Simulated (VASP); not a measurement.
# H2C18O in VASP: single point with LDA

Aim: the single point of H2C18O with LDA.

Program: VASP 6.6.1. These are calculated values, not measurements. Logs are shortened: lines on timing, memory, paths and dates and some standing lists are left out, and cuts for length are marked.

## 1. The cell of the first run

The cell holds a slab with vacuum, 21 atoms: a = 7.398 Å, b = 7.398 Å, c = 11.000 Å, α = 90.00°, β = 90.00°, γ = 120.00°.

## 2. Single point, LDA

INCAR reads:

```
PREC     = Accurate       # precision mode
ENCUT    = 520            # plane-wave cutoff, eV
EDIFF    = 1E-6           # SCF threshold, eV
ISMEAR   = -1             # smearing method
SIGMA    = 0.05           # smearing width, eV
LREAL    = Auto         
LASPH    = T              # aspherical terms in the spheres
NELM     = 100            # most SCF steps
ALGO     = Normal         # electronic algorithm
ISIF     = 2              # what is computed and relaxed
LWAVE    = F              # write WAVECAR
LCHARG   = F              # write CHGCAR
NBANDS   = 56             # bands
```

KPOINTS reads:

```
Automatic mesh
0
Gamma
  2 2 1
```

POSCAR reads:

```
H2C18O
1.0
    7.3980000000      0.0000000000      0.0000000000
   -3.6990000000      6.4068560000      0.0000000000
    0.0000000000      0.0000000000     11.0000000000
C O H
18 1 2
Direct
   -0.0012932776     -0.0000686199      0.0758225577
    0.2211678021      0.1111979329      0.0757313995
   -0.0005836690      0.3327193316      0.0755842114
    0.2204226837      0.4433071800      0.0757787989
   -0.0016901261      0.6654218146      0.0755434995
    0.2216792788      0.7770994129      0.0756070293
    0.3328651373     -0.0004961358      0.0756630822
    0.5535809349      0.1098095339      0.0755886714
    0.3316318097      0.3319953699      0.0757879343
    0.5547967146      0.4436326637      0.0756291788
    0.3321107321      0.6665729041      0.0756809257
    0.5543956913      0.7777804381      0.0757613854
    0.6648045404     -0.0014113594      0.0757281907
    0.8880175746      0.1102130650      0.0757821294
    0.6651776128      0.3330812525      0.0753795509
    0.8875597352      0.4442626166      0.0751807579
    0.6660473370      0.6660806501      0.0757530569
    0.8868657713      0.7766120954      0.0757715039
    1.0227907570      0.5262181299      0.3564382340
    1.0234532537      0.4042744731      0.3240657111
    0.9990474061      0.5892900508      0.2849949909
```

Potentials or basis: VASP PAW LDA potentials, release 64 (C, O, H).

Command:

```console
$ cat potpaw_LDA.64/C/POTCAR potpaw_LDA.64/O/POTCAR potpaw_LDA.64/H/POTCAR > POTCAR
$ mpirun -np 1 vasp_std > vasp.out
```

OUTCAR:

```text
PREC = Accurate
   ENCUT = 520
   EDIFF = 1E-6
   ISMEAR = -1
   LREAL = Auto
   LASPH = T
   NELM = 100
   ISIF = 2

 ion  position               nearest neighbor table
   1  0.999  1.000  0.076-  14 1.42   2 1.43  18 1.43
   2  0.221  0.111  0.076-   9 1.41   1 1.43   7 1.43
   3  0.999  0.333  0.076-   4 1.42  14 1.43  16 1.43
   4  0.220  0.443  0.076-   3 1.42   9 1.43  11 1.43
   5  0.998  0.665  0.076-  16 1.42  18 1.43   6 1.43
   6  0.222  0.777  0.076-  11 1.42   7 1.42   5 1.43
[... 10 lines left out ...]
  17  0.666  0.666  0.076-  18 1.41  10 1.43  12 1.43
  18  0.887  0.777  0.076-  17 1.41   5 1.43   1 1.43
  19  0.023  0.526  0.356-  20 0.97  21 0.97
  20  0.023  0.404  0.324-  19 0.97
  21  0.999  0.589  0.285-  19 0.97

  LATTYP: Found a hexagonal cell.
 ALAT       =     7.3980000000
 C/A-ratio  =     1.4868883482

  Lattice vectors:

 A1 = (   7.3980000000,   0.0000000000,   0.0000000000)
 A2 = (  -3.6990000000,   6.4068560000,   0.0000000000)
 A3 = (   0.0000000000,   0.0000000000,  11.0000000000)

Analysis of symmetry for initial positions (statically):
=====================================================================
 Subroutine PRICEL returns:
 Original cell was already a primitive cell.

 Routine SETGRP: Setting up the symmetry group for a
 hexagonal supercell.

 Subroutine GETGRP returns: Found  1 space group operations
 (whereof  1 operations were pure point group operations)
 out of a pool of 24 trial point group operations.

The static configuration has the point symmetry C_1 .

Analysis of symmetry for dynamics (positions and initial velocities):
=====================================================================
 Subroutine PRICEL returns:
 Original cell was already a primitive cell.

 Routine SETGRP: Setting up the symmetry group for a
 hexagonal supercell.

 Subroutine GETGRP returns: Found  1 space group operations
 (whereof  1 operations were pure point group operations)
 out of a pool of 24 trial point group operations.

The dynamic configuration has the point symmetry C_1 .

 Subroutine INISYM returns: Found  1 space group operations
 (whereof  1 operations are pure point group operations),
 and found     1 'primitive' translations

----------------------------------------------------------------------------------------

                                     Primitive cell

  volume of cell :     521.3771

  direct lattice vectors                    reciprocal lattice vectors
     7.398000000  0.000000000  0.000000000     0.135171668  0.078041398  0.000000000
    -3.699000000  6.406856000  0.000000000     0.000000000  0.156082796  0.000000000
     0.000000000  0.000000000 11.000000000     0.000000000  0.000000000  0.090909091

  length of vectors
     7.398000000  7.398000054 11.000000000     0.156082797  0.156082796  0.090909091

  position of ions in fractional coordinates (direct lattice)
     0.998706722  0.999931380  0.075822558
     0.221167802  0.111197933  0.075731400
     0.999416331  0.332719332  0.075584211
     0.220422684  0.443307180  0.075778799
     0.998309874  0.665421815  0.075543500
     0.221679279  0.777099413  0.075607029
[... 13 lines left out ...]
     0.023453254  0.404274473  0.324065711
     0.999047406  0.589290051  0.284994991

  ion indices of the primitive-cell ions
   primitive index   ion index
                 1           1
                 2           2
                 3           3
                 4           4
                 5           5
                 6           6
[... 13 lines left out ...]
                20          20
                21          21

----------------------------------------------------------------------------------------

 KPOINTS: Automatic mesh

Automatic generation of k-mesh.
 Grid dimensions read from file:
 generate k-points for:    2    2    1

 Generating k-lattice:

  Cartesian coordinates                     Fractional coordinates (reciprocal lattice)
     0.067585834  0.039020699  0.000000000     0.500000000 -0.000000000  0.000000000
     0.000000000  0.078041398  0.000000000     0.000000000  0.500000000  0.000000000
     0.000000000  0.000000000  0.090909091     0.000000000  0.000000000  1.000000000

  Length of vectors
     0.078041399  0.078041398  0.090909091

  Shift w.r.t. Gamma in fractional coordinates (k-lattice)
     0.000000000  0.000000000  0.000000000

 Subroutine IBZKPT returns following result:
 ===========================================

 Found      4 irreducible k-points:

 Following reciprocal coordinates:
            Coordinates               Weight
  0.000000  0.000000  0.000000      1.000000
  0.500000 -0.000000  0.000000      1.000000
  0.000000  0.500000  0.000000      1.000000
  0.500000  0.500000  0.000000      1.000000
   k-points           NKPTS =      4   k-points in BZ     NKDIM =      4   number of bands    NBANDS=     56
   number of dos      NEDOS =    301   number of ions     NIONS =     21
   total plane-waves  NPLWV = 263424
   dimension x,y,z NGX =    56 NGY =   56 NGZ =   84
   dimension x,y,z NGXF=   112 NGYF=  112 NGZF=  168
   ions per type =              18   1   2
   NGX,Y,Z   is equivalent  to a cutoff of  12.58, 12.58, 12.70 a.u.
   NGXF,Y,Z  is equivalent  to a cutoff of  25.17, 25.17, 25.39 a.u.
 SYSTEM =  unknown system
   PREC   = accura    normal or accurate (medium, high low for compatibility)
   ISTART =      0    job   : 0-new  1-cont  2-samecut
   ICHARG =      2    charge: 1-file 2-atom 10-const
   ISPIN  =      1    spin polarized calculation?
   LNONCOLLINEAR =      F non collinear calculations
   LSORBIT =      F    spin-orbit coupling
   LASPH  =      T    aspherical Exc in radial PAW
   ENCUT  =  520.0 eV  38.22 Ry    6.18 a.u.  13.76 13.76 20.45*2*pi/ulx,y,z
   NELM   =    100;   NELMIN=  2; NELMDL= -5     # of ELM steps
   EDIFF  = 0.1E-05   stopping-criterion for ELM
   LREAL  =      T    real-space projection
   EDIFFG = 0.1E-04   stopping-criterion for IOM
   NSW    =      0    number of steps for IOM
   IBRION =     -1    ionic relax: 0-MD 1-quasi-New 2-CG
   NFREE  =      0    steps in history (QN), initial steepest desc. (CG)
   ISIF   =      2    stress and relaxation
   ISYM   =      2    0-nonsym 1-usesym 2-fastsym
   POTIM  = 0.5000    time-step for ionic-motion
   TEBEG  =    0.0;   TEEND  =   0.0 temperature during run
   PSTRESS=    0.0 pullay stress
   NELECT =      80.0000    total number of electrons
   NUPDOWN=      -1.0000    fix difference up-down
   EMIN   =  10.00;   EMAX   =-10.00  energy-range for DOS
   EFERMI =   0.00;   METHOD = LEGACY
   ISMEAR =    -1;   SIGMA  =   0.05  broadening in eV -4-tet -1-fermi 0-gaus
   EFERMI_NEDOS =   21; number of points for ismear=-14 and -15
   IALGO  =     38    algorithm
   IMIX   =      4    mixing-type and parameters
     AMIX     =   0.40;   BMIX     =  1.00
     AMIX_MAG =   1.60;   BMIX_MAG =  1.00
  volume/ion in A,a.u.               =      24.83       167.54
  Fermi-wavevector in a.u.,A,eV,Ry     =   0.876437  1.656226 10.451210  0.768142
  Thomas-Fermi vector in A             =   1.996247
   LORBIT       =      0    0 simple, 1 ext, 2 COOP (PROOUT), +10 PAW based schemes
   GGA     = CA    functional components
   LHFCALC =     F    Hartree Fock is set to
   AEXX    =    0.0000 exact exchange contribution
   IVDW    =     0    specifies the selected vdW correction
   LEPSILON=     F    determine dielectric tensor
   LRPA    =     F    only Hartree local field effects (RPA)
 non-spin polarized calculation
  energy-cutoff  :      520.00
  volume of cell :      521.38
 maximum number of plane-waves:     14099
 NGX is ok and might be reduce to    56
   NGX = 27   NGY = 27   NGZ = 41

 number of electron      80.0000004 magnetization

 Free energy of the ion-electron system (eV)
  ---------------------------------------------------
  ext. energy  EPLUGINS =         0.00000000
  ---------------------------------------------------
  free energy    TOTEN  =      -196.04982737 eV

  energy without entropy =     -195.99473408  energy(sigma->0) =     -196.02228072

 E-fermi :  -1.9350     XC(G=0):  -4.5048

 val. band max:       -1.9819155990   @ k =   0.0000   0.0000   0.0000
 cond. band min:      -1.8851610792   @ k =   0.0000   0.0000   0.0000
 fundamental gap:      0.0967545199
 Fermi energy:        -1.9350139259

 k-point     1 :       0.0000    0.0000    0.0000
  band No.  band energies     occupation
      1     -21.9940      2.00000
      2     -21.2243      2.00000
      3     -18.7066      2.00000
      4     -18.6878      2.00000
      5     -18.6769      2.00000
      6     -18.6558      2.00000
[... 44 lines left out ...]
     51       4.0172      0.00000
     52       4.4038      0.00000

 k-point     2 :       0.5000   -0.0000    0.0000
  band No.  band energies     occupation
      1     -21.9925      2.00000
      2     -20.5894      2.00000
      3     -20.5648      2.00000
      4     -19.3175      2.00000
      5     -19.2703      2.00000
      6     -16.8461      2.00000
[... 44 lines left out ...]
     51       4.2001      0.00000
     52       4.3769      0.00000

 k-point     3 :       0.0000    0.5000    0.0000
  band No.  band energies     occupation
      1     -21.9924      2.00000
      2     -20.5834      2.00000
      3     -20.5711      2.00000
      4     -19.3156      2.00000
      5     -19.2719      2.00000
      6     -16.8402      2.00000
[... 44 lines left out ...]
     51       4.1804      0.00000
     52       4.3772      0.00000

 k-point     4 :       0.5000    0.5000    0.0000
  band No.  band energies     occupation
      1     -21.9924      2.00000
      2     -20.5823      2.00000
      3     -20.5723      2.00000
      4     -19.3170      2.00000
      5     -19.2704      2.00000
      6     -16.8423      2.00000
[... 44 lines left out ...]
     51       4.2253      0.00000
     52       4.3682      0.00000
 [bands above 52 left out]

------------------------ aborting loop because EDIFF is reached ----------------------------------------

  FORCE on cell =-STRESS in cart. coord.  units (eV):
  Direction    XX          YY          ZZ          XY          YZ          ZX
  --------------------------------------------------------------------------------------
  -------------------------------------------------------------------------------------
  Total       -8.9029740     -8.8489462     -0.0927394     -0.2929449     -0.0472145      0.0890197
  in kB      -27.3585900    -27.1925640     -0.2849855     -0.9002114     -0.1450888      0.2735551
  external PRESSURE =     -18.2787132 kB  Pullay stress =       0.0000000 kB

 VOLUME and BASIS-vectors are now :
 -----------------------------------------------------------------------------
  energy-cutoff  :      520.00
  volume of cell :      521.38
      direct lattice vectors                 reciprocal lattice vectors
     7.398000000  0.000000000  0.000000000     0.135171668  0.078041398  0.000000000
    -3.699000000  6.406856000  0.000000000     0.000000000  0.156082796  0.000000000
     0.000000000  0.000000000 11.000000000     0.000000000  0.000000000  0.090909091

 POSITION                                       TOTAL-FORCE (eV/Angst)
 -----------------------------------------------------------------------------------
      3.68969      6.40642      0.83405         0.001519     -0.012166      0.005605
      1.22488      0.71243      0.83305        -0.001893     -0.020095     -0.002057
      6.16295      2.13168      0.83143         0.023850     -0.003353     -0.001959
     -0.00911      2.84021      0.83357        -0.006964     -0.007755     -0.000954
      4.92410      4.26326      0.83098        -0.000878     -0.013084     -0.000244
     -1.23451      4.97876      0.83168         0.015447      0.003468     -0.000194
[... 13 lines left out ...]
     -1.32190      2.59013      3.56472         0.110629     -0.162393      0.000458
      5.21117      3.77550      3.13494        -0.113797      0.132971     -0.140235
 -----------------------------------------------------------------------------------
    total drift:                               -0.012701     -0.009263      0.011587

  FREE ENERGIE OF THE ION-ELECTRON SYSTEM (eV)
  ---------------------------------------------------
  free  energy   TOTEN  =      -196.0498273654 eV

  energy  without entropy=     -195.9947340759  energy(sigma->0) =     -196.02228072
```

Run time: 6.3 min. Hardware: 1 thread of Intel Xeon 8259CL, shared host; peak memory 0.46 GiB.

Results:

* Free energy: -196.0498 eV
* Largest force: 0.224 eV/Å
* Band gap on the k mesh: 0.10 eV

Forces in eV/Å, atoms in the order of the input:
```
C    0.002 -0.012  0.006
C   -0.002 -0.020 -0.002
C    0.024 -0.003 -0.002
C   -0.007 -0.008 -0.001
C   -0.001 -0.013  0.000
C    0.015  0.003  0.000
C   -0.018 -0.007 -0.002
C    0.005  0.013  0.004
C    0.000  0.015 -0.001
C   -0.012  0.004  0.002
C   -0.010  0.007  0.000
C    0.009 -0.008  0.001
C    0.004 -0.001  0.002
C   -0.001  0.001 -0.003
C    0.001 -0.004 -0.001
C   -0.009  0.019  0.003
C   -0.010  0.002 -0.003
C   -0.004  0.012  0.000
O    0.016  0.032  0.137
H    0.111 -0.162  0.000
H   -0.114  0.133 -0.140
```

Levels at points of the mesh, in eV from the valence-band top:
| k point | band 37 | band 38 | band 39 | band 40 | band 41 | band 42 | band 43 | band 44 |
| --- | --- | --- | --- | --- | --- | --- | --- | --- |
| (0.00, 0.00, 0.00) | -2.98 | -2.25 | -0.02 | 0.00 | 0.10 | 0.11 | 3.32 | 4.79 |
| (0.50, 0.00, 0.00) | -2.59 | -2.57 | -2.32 | -2.17 | 1.67 | 2.50 | 2.53 | 2.55 |
| (0.00, 0.50, 0.00) | -2.60 | -2.57 | -2.32 | -2.19 | 1.67 | 2.50 | 2.52 | 2.55 |
| (0.50, 0.50, 0.00) | -2.59 | -2.58 | -2.31 | -2.20 | 1.68 | 2.50 | 2.53 | 2.56 |

Caveat: the k points lie up to 0.49 Å⁻¹ apart.
